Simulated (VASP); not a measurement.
Wanted: the native input for a VASP 6.6.1 run.

| Property | Result |
| --- | --- |
| Task | G0W0 quasiparticle levels |
| Functional | PBE |
| Potentials or basis | VASP PAW PBE potentials, release 64 (Zn_GW, Se_GW) |
| Cutoff | 500 eV |
| k mesh | 4 × 4 × 4 |
| Occupations | gaussian, width 0.01 eV |
| Spin | no spin polarisation |
| Dipole correction | no |
| GW scheme | G0W0 |
| GW iterations | 1 |
| Cutoff of the response function | 150 |
| Frequency points | 96 |
| Empty bands | 162 |
| Mended | yes |
| Further INCAR settings | ALGO = EVGW0; EDIFF = 1e-08; NBANDS = 171 |

Crystal: ZnSe.

```
Zn Se
1.0
     0.00000    2.69080    2.69080
     2.69080    0.00000    2.69080
     2.69080    2.69080    0.00000
Zn Se
1 1
Direct
  0.00000 0.00000 0.00000
  0.25000 0.25000 0.25000
```

One way to write it, as run:

POSCAR

```
ZnSe
1.0
    0.0000000000      2.6907996506      2.6907996506
    2.6907996506      0.0000000000      2.6907996506
    2.6907996506      2.6907996506      0.0000000000
Zn Se
1 1
Direct
    0.0000000000      0.0000000000      0.0000000000
    0.2500000000      0.2500000000      0.2500000000
```

INCAR.step1

```
SYSTEM = ZnSe
PREC     = Accurate       ! precision mode
ENCUT    = 500            ! plane-wave cutoff, eV
EDIFF    = 1E-8           ! SCF threshold, eV
ISMEAR   = 0              ! smearing method
SIGMA    = 0.01           ! smearing width, eV
LREAL    = .False.        ! projectors in reciprocal space
LASPH    = .True.         ! aspherical terms in the spheres
NELM     = 60             ! most SCF steps
ALGO     = Normal         ! electronic algorithm
LWAVE    = .True.         ! write WAVECAR
LCHARG   = .False.        ! write CHGCAR
GGA      = PE             ! functional
```

INCAR.step2

```
SYSTEM = ZnSe
PREC     = Accurate       ! precision mode
ENCUT    = 500            ! plane-wave cutoff, eV
EDIFF    = 1E-8           ! SCF threshold, eV
ISMEAR   = 0              ! smearing method
SIGMA    = 0.01           ! smearing width, eV
LREAL    = .False.        ! projectors in reciprocal space
LASPH    = .True.         ! aspherical terms in the spheres
NELM     = 1              ! most SCF steps
ALGO     = Exact          ! electronic algorithm
LWAVE    = .True.         ! write WAVECAR
LCHARG   = .False.        ! write CHGCAR
GGA      = PE             ! functional
NBANDS   = 171            ! bands
LOPTICS  = .True.         ! frequency-dependent dielectric function
ISTART   = 1
```

INCAR.step3

```
SYSTEM = ZnSe
PREC     = Accurate       ! precision mode
ENCUT    = 500            ! plane-wave cutoff, eV
EDIFF    = 1E-8           ! SCF threshold, eV
ISMEAR   = 0              ! smearing method
SIGMA    = 0.01           ! smearing width, eV
LREAL    = .False.        ! projectors in reciprocal space
LASPH    = .True.         ! aspherical terms in the spheres
ALGO     = EVGW0          ! electronic algorithm
LWAVE    = .False.        ! write WAVECAR
LCHARG   = .False.        ! write CHGCAR
GGA      = PE             ! functional
NELMGW   = 1            
NBANDS   = 171            ! bands
ENCUTGW  = 150.0          ! cutoff of the response function
NOMEGA   = 96             ! frequency points
PRECFOCK = Fast         
ISTART   = 1            
NBANDSGW = 17           
OMEGAMAX = 30
```

KPOINTS

```
Automatic mesh
0
Gamma
  4 4 4
  0 0 0
```

Potentials or basis: VASP PAW PBE potentials, release 64 (Zn_GW, Se_GW).

Run with:

```bash
$ cat potpaw_PBE.64/Zn_GW/POTCAR potpaw_PBE.64/Se_GW/POTCAR > POTCAR
$ cp INCAR.step1 INCAR
$ mpirun -np 1 vasp_std > vasp.out
$ cp INCAR.step2 INCAR
$ mpirun -np 1 vasp_std > vasp.out
$ cp INCAR.step3 INCAR
$ mpirun -np 1 vasp_std > vasp.out
```

Results of the run:

The quasiparticle gap is 3.18 eV. The least direct quasiparticle gap is 3.18 eV, the band gap of the starting levels on the mesh is 1.92 eV and the least direct gap of the starting levels on the mesh is 1.92 eV.

Caveat: the k points lie up to 0.51 Å⁻¹ apart; bands, screening cutoff and mesh are small and nothing is extrapolated, so the quasiparticle values aren't converged.

It took 88 s on 1 thread of Intel(R) Xeon(R) 6975P-C (Granite Rapids), on a shared host, peak memory 0.42 GiB.
